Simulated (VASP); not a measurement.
Runs of VASP 6.6.1 on Si2W. The structure is that of space group I4/mmm (No. 139), or close to it. The cells are those of the table. 

| level | potentials or basis | cell | k mesh | gap on the mesh (eV) | pressure (GPa) | largest force (eV/Å) |
| --- | --- | --- | --- | --- | --- | --- |
| r2SCAN | VASP PAW PBE potentials, release 64 (Si, W_sv) | a = 4.575 Å, angles 138.3, 138.3, 60.4°, 3 atoms | 13 × 13 × 13 | none | -8.4 | - |
| PBE | VASP PAW PBE potentials, release 64 (Si, W_sv) | a = 4.549 Å, angles 138.4, 138.4, 60.3°, 3 atoms | 10 × 10 × 10 | none | (a) | - |
| r2SCAN | VASP PAW PBE potentials, release 64 (Si, W_sv) | a = 4.516 Å, angles 138.3, 138.3, 60.4°, 3 atoms | 10 × 10 × 10 | none | 0.1 | - |
| r2SCAN | VASP PAW PBE potentials, release 64 (Si, W_sv) | a = 4.546 Å, angles 138.3, 138.3, 60.4°, 3 atoms | 13 × 13 × 13 | none | -4.4 | - |
| LDA | VASP PAW LDA potentials, release 64 (Si, W_sv) | a = 4.493 Å, angles 138.5, 138.5, 60.2°, 3 atoms | 10 × 10 × 10 | none | (b) | 0.02 |
| PBEsol | VASP PAW PBE potentials, release 64 (Si, W_sv) | a = 4.518 Å, angles 138.5, 138.5, 60.2°, 3 atoms | 10 × 10 × 10 | none | 0.3 | 0.01 |

Alike in all rows: task single point; no spin polarisation; cutoff (eV) 520; smearing fermi-dirac 0.1 eV.

**Question.** Estimate the missing entries.

**Answer.** (a) 0.0; (b) 0.7.

Caveats: spin-orbit coupling is left out, which moves the levels of the heavy elements; the PAW data sets were made with another functional, which shifts forces and pressure a little (at least some runs); the cell stands under tension (at least some runs).

A k mesh can miss the band edges, and the runs leave out spin-orbit coupling on W.

A gap of «none» marks levels without a gap at the run's occupations.
